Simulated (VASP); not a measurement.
Wanted: the native input for a VASP 6.6.1 run.

```
Task                   : single point
Functional             : r2SCAN
Potentials or basis    : VASP PAW PBE potentials, release 64 (Al, N)
Cutoff                 : 520 eV
k mesh                 : 4 × 3 × 1
Occupations            : fermi-dirac, width 0.05 eV
Spin                   : no spin polarisation
Dipole correction      : no
Further INCAR settings : ALGO = Normal; EDIFF = 1e-06; NBANDS = 36
```

The system is AlN, a slab with vacuum.

```
Al N
1.0
     2.18886   -2.18886    0.00000
     0.00000    0.00000    4.37772
   -14.66454  -14.66454    0.00000
Al N
6 6
Direct
  0.99822 0.00472 0.61436
  0.99779 0.96216 0.32311
  0.99806 0.00483 0.46349
  0.49814 0.50492 0.53658
  0.49830 0.46229 0.67696
  0.49793 0.50459 0.38571
  0.99814 0.25427 0.53762
  0.99829 0.26299 0.68613
  0.99791 0.25826 0.38771
  0.49809 0.75420 0.46242
  0.49822 0.75836 0.61234
  0.49783 0.76286 0.31393
```

The input as run:

POSCAR

```
AlN
1.0
    2.1888610000     -2.1888610000      0.0000000000
    0.0000000000      0.0000000000      4.3777220000
  -14.6645410000    -14.6645410000      0.0000000000
Al N
6 6
Direct
    0.9982180000      0.0047200000      0.6143560000
    0.9977860000      0.9621640000      0.3231120000
    0.9980640000      0.0048310000      0.4634890000
    0.4981360000      0.5049210000      0.5365830000
    0.4983040000      0.4622860000      0.6769570000
    0.4979290000      0.5045920000      0.3857120000
    0.9981440000      0.2542720000      0.5376180000
    0.9982910000      0.2629850000      0.6861260000
    0.9979130000      0.2582630000      0.3877140000
    0.4980930000      0.7542020000      0.4624230000
    0.4982240000      0.7583650000      0.6123360000
    0.4978290000      0.7628610000      0.3139330000
```

INCAR.step1

```
PREC = Accurate
ENCUT = 520
ISMEAR = -1
SIGMA = 0.05
LREAL = False
LASPH = True
NELM = 100
NBANDS = 36
GGA = PE
ALGO = Normal
EDIFF = 1E-4
LWAVE = True
LCHARG = False
```

INCAR.step2

```
PREC = Accurate
ENCUT = 520
EDIFF = 1E-6
ISMEAR = -1
SIGMA = 0.05
LREAL = False
LASPH = True
NELM = 100
ALGO = Normal
ISIF = 2
LWAVE = False
LCHARG = False
METAGGA = R2SCAN
LMIXTAU = True
NBANDS = 36
ISTART = 1
```

KPOINTS

```
Automatic mesh
0
Gamma
  4 3 1
```

Potentials or basis: VASP PAW PBE potentials, release 64 (Al, N).

Command:

```console
$ cat potpaw_PBE.64/Al/POTCAR potpaw_PBE.64/N/POTCAR > POTCAR
$ cp INCAR.step1 INCAR
$ mpirun -np 1 vasp_std > vasp.out
$ cp INCAR.step2 INCAR
$ mpirun -np 1 vasp_std > vasp.out
```

It gave:

```json
{
 "Largest force": "0.238 eV/Å",
 "Band gap on the k mesh": "3.15 eV (least direct gap 3.46 eV)"
}
```

Caveat: the k points lie up to 0.51 Å⁻¹ apart; the PAW data sets were made with another functional, which shifts forces and pressure a little.

It took 13 min on 1 thread of AMD EPYC 7571, with other jobs on the host, peak memory 0.36 GiB.
